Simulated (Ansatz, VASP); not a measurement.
## One calculation of Sn, two programs

```
Sn
1.0
    -1.94756    1.94756    1.94756
     1.94756   -1.94756    1.94756
     1.94756    1.94756   -1.94756
Sn
1
Direct
  0.00000 0.00000 0.00000
```

Alike in both runs: task single point; functional RPBE; k mesh 13 × 13 × 13; occupations fermi-dirac, width 0.1 eV; no spin polarisation.

```csv
,VASP,Ansatz
version,VASP 6.6.1,Ansatz 0.2.0
potentials or method,"VASP PAW PBE potentials, release 64 (Sn_d), cutoff 520 eV","plane waves (420 eV) with PAW, scalar-relativistic"
valence electrons in the cell,14,14
```

|  | VASP | Ansatz | Ansatz less VASP |
| --- | --- | --- | --- |
| pressure (GPa) | -1.4 | -1.3 | +0.06 |

VASP's potentials were made for PBE, not for RPBE.
